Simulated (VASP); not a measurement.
# ScHBr2 (P4/mmm) in VASP: a series of runs

ScHBr2 is run at these levels: r2SCAN, PBE; tasks: single point, relaxation of cell and atoms.

All numbers are computed with VASP 6.6.1; they aren't measurements. Logs are shortened: lines on timing, memory, paths and dates and some standing lists are left out, and cuts for length are marked.

**1. The cell of the first run**

It takes space group P4/mmm (No. 123, tetragonal). Conventional cell: a = 5.272 Å, b = 5.272 Å, c = 3.929 Å, α = 90.00°, β = 90.00°, γ = 90.00°. Within 2.7 Å of Sc (site symmetry 4/mmm) lie 2 H at 1.96 Å and 4 Br at 2.64 Å. Within 2.6 Å of H (site symmetry 4/mmm) lie 2 Sc at 1.96 Å. Within 3.5 Å of Br (site symmetry mmm) lie 2 Sc at 2.64 Å and 4 H at 3.29 Å.

**2. Single point, r2SCAN**

POSCAR reads:

```
ScHBr2
1.0
    5.2722309431      0.0000000000      0.0000000000
    0.0000000000      5.2722309431      0.0000000000
    0.0000000000      0.0000000000      3.9290703347
Sc H Br
1 1 2
Direct
    0.0000000000      0.0000000000      0.0000000000
    0.0000000000      0.0000000000      0.5000000000
    0.5000000000      0.0000000000      0.0000000000
    0.0000000000      0.5000000000      0.0000000000
```

INCAR.step1 reads:

```
  ALGO = Normal
  EDIFF = 1E-4
  ENCUT = 520
  GGA = PE
  ISMEAR = 0
  LASPH = True
  LCHARG = False
  LREAL = False
  LWAVE = True
  NBANDS = 21
  NELM = 60
  PREC = Accurate
  SIGMA = 0.02
```

INCAR.step2 reads:

```
  ALGO = Normal
  EDIFF = 1E-6
  ENCUT = 520
  ISIF = 2
  ISMEAR = 0
  ISTART = 1
  LASPH = True
  LCHARG = False
  LMIXTAU = True
  LREAL = False
  LWAVE = False
  METAGGA = R2SCAN
  NBANDS = 21
  NELM = 60
  PREC = Accurate
  SIGMA = 0.02
```

KPOINTS reads:

```
k-points
0
Gamma
  6 6 8
```

Potentials or basis: VASP PAW PBE potentials, release 64 (Sc_sv, H, Br).

Started as:

```
$ cat potpaw_PBE.64/Sc_sv/POTCAR potpaw_PBE.64/H/POTCAR potpaw_PBE.64/Br/POTCAR > POTCAR
$ cp INCAR.step1 INCAR
$ mpirun -np 1 vasp_std > vasp.out
$ cp INCAR.step2 INCAR
$ mpirun -np 1 vasp_std > vasp.out
```

OUTCAR:

```text
EDIFF = 1E-6
   ENCUT = 520
   ISIF = 2
   ISMEAR = 0
   ISTART = 1
   LASPH = True
   LREAL = False
   METAGGA = R2SCAN
   NELM = 60
   PREC = Accurate

 ion  position               nearest neighbor table
   1  0.000  0.000  0.000-   2 1.96   2 1.96   4 2.64   3 2.64   4 2.64   3 2.64
   2  0.000  0.000  0.500-   1 1.96   1 1.96
   3  0.500  0.000  0.000-   1 2.64   1 2.64
   4  0.000  0.500  0.000-   1 2.64   1 2.64

  LATTYP: Found a simple tetragonal cell.
 ALAT       =     5.2722309431
 C/A-ratio  =     0.7452386622

  Lattice vectors:

 A1 = (   5.2722309431,   0.0000000000,   0.0000000000)
 A2 = (   0.0000000000,   5.2722309431,   0.0000000000)
 A3 = (   0.0000000000,   0.0000000000,   3.9290703347)

Analysis of symmetry for initial positions (statically):
=====================================================================
 Subroutine PRICEL returns:
 Original cell was already a primitive cell.

 Routine SETGRP: Setting up the symmetry group for a
 simple tetragonal supercell.

 Subroutine GETGRP returns: Found 16 space group operations
 (whereof 16 operations were pure point group operations)
 out of a pool of 16 trial point group operations.

The static configuration has the point symmetry D_4h.

Analysis of symmetry for dynamics (positions and initial velocities):
=====================================================================
 Subroutine PRICEL returns:
 Original cell was already a primitive cell.

 Routine SETGRP: Setting up the symmetry group for a
 simple tetragonal supercell.

 Subroutine GETGRP returns: Found 16 space group operations
 (whereof 16 operations were pure point group operations)
 out of a pool of 16 trial point group operations.

The dynamic configuration has the point symmetry D_4h.

 Subroutine INISYM returns: Found 16 space group operations
 (whereof 16 operations are pure point group operations),
 and found     1 'primitive' translations

----------------------------------------------------------------------------------------

                                     Primitive cell

  volume of cell :     109.2141

  direct lattice vectors                    reciprocal lattice vectors
     5.272230943  0.000000000  0.000000000     0.189673027  0.000000000  0.000000000
     0.000000000  5.272230943  0.000000000     0.000000000  0.189673027  0.000000000
     0.000000000  0.000000000  3.929070335     0.000000000  0.000000000  0.254513133

  length of vectors
     5.272230943  5.272230943  3.929070335     0.189673027  0.189673027  0.254513133

  position of ions in fractional coordinates (direct lattice)
     0.000000000  0.000000000  0.000000000
     0.000000000  0.000000000  0.500000000
     0.500000000  0.000000000  0.000000000
     0.000000000  0.500000000  0.000000000

  ion indices of the primitive-cell ions
   primitive index   ion index
                 1           1
                 2           2
                 3           3
                 4           4

----------------------------------------------------------------------------------------

 KPOINTS: k-points

Automatic generation of k-mesh.
 Grid dimensions read from file:
 generate k-points for:    6    6    8

 Generating k-lattice:

  Cartesian coordinates                     Fractional coordinates (reciprocal lattice)
     0.031612171  0.000000000  0.000000000     0.166666667  0.000000000  0.000000000
     0.000000000  0.031612171  0.000000000     0.000000000  0.166666667  0.000000000
     0.000000000  0.000000000  0.031814142     0.000000000  0.000000000  0.125000000

  Length of vectors
     0.031612171  0.031612171  0.031814142

  Shift w.r.t. Gamma in fractional coordinates (k-lattice)
     0.000000000  0.000000000  0.000000000

 Subroutine IBZKPT returns following result:
 ===========================================

 Found     50 irreducible k-points:

 Following reciprocal coordinates:
            Coordinates               Weight
  0.000000  0.000000  0.000000      1.000000
  0.166667  0.000000  0.000000      4.000000
  0.333333  0.000000  0.000000      4.000000
  0.500000  0.000000  0.000000      2.000000
  0.166667  0.166667  0.000000      4.000000
  0.333333  0.166667  0.000000      8.000000
[... 16 lines left out ...]
  0.333333  0.000000  0.250000      8.000000
  0.500000  0.000000  0.250000      4.000000
 [... further k-points ...]
   k-points           NKPTS =     50   k-points in BZ     NKDIM =     50   number of bands    NBANDS=     21
   number of dos      NEDOS =    301   number of ions     NIONS =      4
   total plane-waves  NPLWV =  48000
   dimension x,y,z NGX =    40 NGY =   40 NGZ =   30
   dimension x,y,z NGXF=    80 NGYF=   80 NGZF=   60
   ions per type =               1   1   2
   NGX,Y,Z   is equivalent  to a cutoff of  12.61, 12.61, 12.69 a.u.
   NGXF,Y,Z  is equivalent  to a cutoff of  25.23, 25.23, 25.39 a.u.
 SYSTEM =  unknown system
   PREC   = accura    normal or accurate (medium, high low for compatibility)
   ISTART =      1    job   : 0-new  1-cont  2-samecut
   ICHARG =      0    charge: 1-file 2-atom 10-const
   ISPIN  =      1    spin polarized calculation?
   LNONCOLLINEAR =      F non collinear calculations
   LSORBIT =      F    spin-orbit coupling
   LASPH  =      T    aspherical Exc in radial PAW
   ENCUT  =  520.0 eV  38.22 Ry    6.18 a.u.   9.80  9.80  7.31*2*pi/ulx,y,z
   NELM   =     60;   NELMIN=  2; NELMDL=  0     # of ELM steps
   EDIFF  = 0.1E-05   stopping-criterion for ELM
   LREAL  =      F    real-space projection
   EDIFFG = 0.1E-04   stopping-criterion for IOM
   NSW    =      0    number of steps for IOM
   IBRION =     -1    ionic relax: 0-MD 1-quasi-New 2-CG
   NFREE  =      0    steps in history (QN), initial steepest desc. (CG)
   ISIF   =      2    stress and relaxation
   ISYM   =      2    0-nonsym 1-usesym 2-fastsym
   POTIM  = 0.5000    time-step for ionic-motion
   TEBEG  =    0.0;   TEEND  =   0.0 temperature during run
   PSTRESS=    0.0 pullay stress
   NELECT =      26.0000    total number of electrons
   NUPDOWN=      -1.0000    fix difference up-down
   EMIN   =  10.00;   EMAX   =-10.00  energy-range for DOS
   EFERMI =   0.00;   METHOD = LEGACY
   ISMEAR =     0;   SIGMA  =   0.02  broadening in eV -4-tet -1-fermi 0-gaus
   EFERMI_NEDOS =   21; number of points for ismear=-14 and -15
   IALGO  =     38    algorithm
   IMIX   =      4    mixing-type and parameters
     AMIX     =   0.40;   BMIX     =  1.00
     AMIX_MAG =   1.60;   BMIX_MAG =  1.00
  volume/ion in A,a.u.               =      27.30       184.25
  Fermi-wavevector in a.u.,A,eV,Ry     =   1.014627  1.917367 14.006761  1.029468
  Thomas-Fermi vector in A             =   2.147866
   LORBIT       =      0    0 simple, 1 ext, 2 COOP (PROOUT), +10 PAW based schemes
   METAGGA = R2SCAN    functional components
   LHFCALC =     F    Hartree Fock is set to
   AEXX    =    0.0000 exact exchange contribution
   IVDW    =     0    specifies the selected vdW correction
   LEPSILON=     F    determine dielectric tensor
   LRPA    =     F    only Hartree local field effects (RPA)
 non-spin polarized calculation
 Gauss-broadening in eV      SIGMA  =   0.02
  energy-cutoff  :      520.00
  volume of cell :      109.21
 maximum number of plane-waves:      2976
 NGX is ok and might be reduce to    40
   NGX = 19   NGY = 19   NGZ = 15

 number of electron      26.0000002 magnetization

 Free energy of the ion-electron system (eV)
  ---------------------------------------------------
  ext. energy  EPLUGINS =         0.00000000
  ---------------------------------------------------
  free energy    TOTEN  =       -46.59692040 eV

  energy without entropy =      -46.59692040  energy(sigma->0) =      -46.59692040

 E-fermi :  -0.5997     XC(G=0):  -8.0539

 val. band max:       -0.7952600697   @ k =   0.0000   0.0000   0.5000
 cond. band min:       1.3778705373   @ k =   0.0000   0.0000   0.5000
 fundamental gap:      2.1731306070
 Fermi energy:        -0.5997463456

 k-point     1 :       0.0000    0.0000    0.0000
  band No.  band energies     occupation
      1     -52.3453      2.00000
      2     -30.0222      2.00000
      3     -30.0222      2.00000
      4     -29.8023      2.00000
      5     -15.4567      2.00000
      6     -15.0053      2.00000
[... 13 lines left out ...]
     20       8.7135      0.00000
     21       9.4189      0.00000

 k-point     2 :       0.1667    0.0000    0.0000
  band No.  band energies     occupation
      1     -52.3454      2.00000
      2     -30.0239      2.00000
      3     -30.0222      2.00000
      4     -29.8023      2.00000
      5     -15.4103      2.00000
      6     -15.0145      2.00000
[... 13 lines left out ...]
     20       8.3482      0.00000
     21       8.9000      0.00000

 k-point     3 :       0.3333    0.0000    0.0000
  band No.  band energies     occupation
      1     -52.3453      2.00000
      2     -30.0271      2.00000
      3     -30.0221      2.00000
      4     -29.8022      2.00000
      5     -15.3042      2.00000
      6     -15.0447      2.00000
[... 13 lines left out ...]
     20       7.8270      0.00000
     21       8.7332      0.00000

 k-point     4 :       0.5000    0.0000    0.0000
  band No.  band energies     occupation
      1     -52.3453      2.00000
      2     -30.0288      2.00000
      3     -30.0220      2.00000
      4     -29.8022      2.00000
      5     -15.2345      2.00000
      6     -15.0757      2.00000
[... 13 lines left out ...]
     20       8.2210      0.00000
     21       8.3523      0.00000

 k-point     5 :       0.1667    0.1667    0.0000
  band No.  band energies     occupation
      1     -52.3453      2.00000
      2     -30.0238      2.00000
      3     -30.0238      2.00000
      4     -29.8022      2.00000
      5     -15.3651      2.00000
      6     -15.0212      2.00000
[... 13 lines left out ...]
     20       7.9954      0.00000
     21       8.6193      0.00000

 k-point     6 :       0.3333    0.1667    0.0000
  band No.  band energies     occupation
      1     -52.3453      2.00000
      2     -30.0271      2.00000
      3     -30.0237      2.00000
      4     -29.8022      2.00000
      5     -15.2622      2.00000
      6     -15.0454      2.00000
[... 13 lines left out ...]
     20       7.4318      0.00000
     21       8.4769      0.00000

 k-point     7 :       0.5000    0.1667    0.0000
  band No.  band energies     occupation
      1     -52.3453      2.00000
      2     -30.0287      2.00000
      3     -30.0237      2.00000
      4     -29.8021      2.00000
      5     -15.1938      2.00000
      6     -15.0735      2.00000
[... 13 lines left out ...]
     20       7.4581      0.00000
     21       8.2877      0.00000
[... 291 lines left out ...]
      1     -52.3450      2.00000
      2     -30.0283      2.00000
      3     -30.0283      2.00000
      4     -29.8094      2.00000
      5     -15.0482      2.00000
      6     -15.0482      2.00000
[... 13 lines left out ...]
     20       6.1985      0.00000
     21       8.0585      0.00000

 k-point    21 :       0.0000    0.0000    0.2500
  band No.  band energies     occupation
      1     -52.3442      2.00000
      2     -30.0210      2.00000
      3     -30.0210      2.00000
      4     -29.8275      2.00000
      5     -15.3838      2.00000
      6     -14.9460      2.00000
[... 13 lines left out ...]
     20       7.2874      0.00000
     21       8.6768      0.00000

 k-point    22 :       0.1667    0.0000    0.2500
  band No.  band energies     occupation
      1     -52.3442      2.00000
      2     -30.0226      2.00000
      3     -30.0210      2.00000
      4     -29.8275      2.00000
      5     -15.3383      2.00000
      6     -14.9544      2.00000
[... 13 lines left out ...]
     20       7.3273      0.00000
     21       8.6729      0.00000

 k-point    23 :       0.3333    0.0000    0.2500
  band No.  band energies     occupation
      1     -52.3442      2.00000
      2     -30.0259      2.00000
      3     -30.0209      2.00000
      4     -29.8274      2.00000
      5     -15.2348      2.00000
      6     -14.9820      2.00000
[... 13 lines left out ...]
     20       7.7585      0.00000
     21       8.8562      0.00000

 k-point    24 :       0.5000    0.0000    0.2500
  band No.  band energies     occupation
      1     -52.3442      2.00000
      2     -30.0275      2.00000
      3     -30.0208      2.00000
      4     -29.8274      2.00000
      5     -15.1680      2.00000
      6     -15.0101      2.00000
[... 13 lines left out ...]
     20       8.8790      0.00000
     21       8.8957      0.00000

 [... further k-points ...]

------------------------ aborting loop because EDIFF is reached ----------------------------------------

  FORCE on cell =-STRESS in cart. coord.  units (eV):
  Direction    XX          YY          ZZ          XY          YZ          ZX
  --------------------------------------------------------------------------------------
  -------------------------------------------------------------------------------------
  Total       -0.3217901     -0.3217901     -0.5094616      0.0000000      0.0000000      0.0000000
  in kB       -4.7206799     -4.7206799     -7.4738322      0.0000000      0.0000000      0.0000000
  external PRESSURE =      -5.6383974 kB  Pullay stress =       0.0000000 kB

 VOLUME and BASIS-vectors are now :
 -----------------------------------------------------------------------------
  energy-cutoff  :      520.00
  volume of cell :      109.21
      direct lattice vectors                 reciprocal lattice vectors
     5.272230943  0.000000000  0.000000000     0.189673027  0.000000000  0.000000000
     0.000000000  5.272230943  0.000000000     0.000000000  0.189673027  0.000000000
     0.000000000  0.000000000  3.929070335     0.000000000  0.000000000  0.254513133

 POSITION                                       TOTAL-FORCE (eV/Angst)
 -----------------------------------------------------------------------------------
      0.00000      0.00000      0.00000         0.000000      0.000000      0.000000
      0.00000      0.00000      1.96454         0.000000      0.000000      0.000000
      2.63612      0.00000      0.00000         0.000000      0.000000      0.000000
      0.00000      2.63612      0.00000         0.000000      0.000000      0.000000
 -----------------------------------------------------------------------------------
    total drift:                                0.000000      0.000000     -0.000000

  FREE ENERGIE OF THE ION-ELECTRON SYSTEM (eV)
  ---------------------------------------------------
  free  energy   TOTEN  =       -46.5969204036 eV

  energy  without entropy=      -46.5969204036  energy(sigma->0) =      -46.59692040
```

It took 2.3 min on 1 thread of Intel Xeon 6975P-C (Granite Rapids), shared host; peak memory 0.3 GiB.

Results:

| Item | Value |
| --- | --- |
| Free energy | -46.5969 eV |
| Pressure | -0.6 GPa |
| Band gap on the k mesh | 2.17 eV |

Stress tensor (GPa, compression positive):
```
-0.47  0.00  0.00
 0.00 -0.47  0.00
 0.00  0.00 -0.75
```

Levels at points of the mesh, in eV from the valence-band top:
```csv
k point,band 9,band 10,band 11,band 12,band 13,band 14,band 15,band 16,band 17,band 18
"(0.00, 0.00, 0.00)",-3.00,-1.12,-1.06,-1.06,-0.57,2.21,2.93,3.00,3.00,4.08
"(0.50, 0.00, 0.00)",-2.63,-1.88,-1.72,-1.08,-0.85,3.01,3.22,3.32,3.73,6.77
"(0.50, 0.50, 0.00)",-3.03,-2.52,-1.07,-1.07,-0.37,3.60,3.73,3.73,5.86,6.62
"(0.00, 0.00, 0.50)",-2.85,-1.76,-0.90,-0.90,0.00,2.17,2.17,2.33,2.97,3.06
"(0.50, 0.00, 0.50)",-2.55,-2.47,-1.67,-1.47,-0.40,2.22,3.04,3.27,3.31,3.95
"(0.50, 0.50, 0.50)",-2.74,-2.43,-2.43,-1.31,-0.25,3.32,3.32,3.43,3.65,5.89
```

Caveat: the PAW data sets were made with another functional, which shifts forces and pressure a little.

**3. Relaxation of cell and atoms, PBE**

This run uses another cell than the first one, of 34.99 Å³/atom.

INCAR reads:

```
ALGO = Normal
EDIFF = 1E-6
EDIFFG = -0.01
ENCUT = 600
GGA = PE
IBRION = 2
ISIF = 3
ISMEAR = 0
LASPH = T
LCHARG = F
LREAL = F
LWAVE = F
NELM = 100
NSW = 100
PREC = Accurate
SIGMA = 0.02
```

KPOINTS reads:

```
k-points
0
Gamma
  6 6 6
```

POSCAR reads:

```
ScHBr2
1.0
    5.1921264000      0.0000000000      0.0000000000
    0.0000000000      5.1921264000      0.0000000000
    0.0000000000      0.0000000000      5.1921264000
Sc H Br
1 1 2
Direct
    0.0000000000      0.0000000000      0.0000000000
    0.0000000000      0.0000000000      0.5000000000
    0.5000000000      0.0000000000      0.0000000000
    0.0000000000      0.5000000000      0.0000000000
```

Potentials or basis: VASP PAW PBE potentials, release 64 (Sc_sv, H, Br).

Started as:

```
$ cat potpaw_PBE.64/Sc_sv/POTCAR potpaw_PBE.64/H/POTCAR potpaw_PBE.64/Br/POTCAR > POTCAR
$ mpirun -np 1 vasp_std > vasp.out
```

Run time: 6.1 min. Hardware: 1 thread of Intel Xeon 6975P-C (Granite Rapids), shared host; peak memory 0.36 GiB.

The run converged. Its results:

| Property | Result |
| --- | --- |
| Free energy | -17.4389 eV |
| Relaxed volume | 27.37 Å³/atom |
| Relaxed cell | a = 5.277 Å, b = 5.277 Å, c = 3.931 Å, α = 90.00°, β = 90.00°, γ = 90.00° |
| Space group after relaxing (to 0.1 Å) | P4/mmm (No. 123) |
| Energy gained by relaxing | 293.9 meV/atom |
| Ionic steps | 10 |
| Pressure after relaxing | 0.0 GPa |
| Band gap on the k mesh | 1.71 eV |

The path:
```tsv
step	energy change (eV)	largest force (eV/Å)	pressure (GPa)	volume (Å³)
1	0.0000	0.0000	-1.74	139.97
2	-0.4857	0.0000	-2.24	132.08
3	-0.9107	0.0000	0.87	105.85
4	-1.0494	0.0000	-2.15	119.93
5	-1.1365	0.0000	-0.97	111.52
6	-1.1504	0.0000	-1.54	114.45
7	-1.1520	0.0000	-1.44	113.89
8	-1.1701	0.0000	0.79	107.22
9	-1.1750	0.0000	0.03	109.24
10	-1.1756	0.0000	0.02	109.46
```

Final structure:
```
Sc H Br
1.0
     5.27687    0.00000    0.00000
     0.00000    5.27687    0.00000
     0.00000    0.00000    3.93111
Sc H Br
1 1 2
Direct
  0.00000 0.00000 0.00000
  0.00000 0.00000 0.50000
  0.50000 0.00000 0.00000
  0.00000 0.50000 0.00000
```

Levels at points of the mesh, in eV from the valence-band top:
| k point | band 9 | band 10 | band 11 | band 12 | band 13 | band 14 | band 15 | band 16 | band 17 |
| --- | --- | --- | --- | --- | --- | --- | --- | --- | --- |
| (0.00, 0.00, 0.00) | -2.92 | -1.15 | -1.09 | -1.09 | -0.62 | 1.74 | 2.49 | 2.49 | 2.51 |
| (0.50, 0.00, 0.00) | -2.55 | -1.93 | -1.76 | -1.14 | -0.89 | 2.50 | 2.75 | 2.85 | 3.22 |
| (0.00, 0.00, 0.50) | -2.82 | -1.78 | -0.93 | -0.93 | 0.00 | 1.71 | 1.71 | 1.85 | 2.54 |
| (0.50, 0.50, 0.00) | -3.04 | -2.44 | -1.12 | -1.12 | -0.43 | 3.11 | 3.22 | 3.22 | 5.38 |
| (0.00, 0.50, 0.50) | -2.52 | -2.50 | -1.72 | -1.51 | -0.40 | 1.75 | 2.67 | 2.80 | 2.82 |
| (0.50, 0.50, 0.50) | -2.76 | -2.46 | -2.46 | -1.28 | -0.31 | 2.83 | 2.83 | 3.09 | 3.16 |

Caveat: the volume moved by over 15 % at a fixed basis, so the end points are rough.
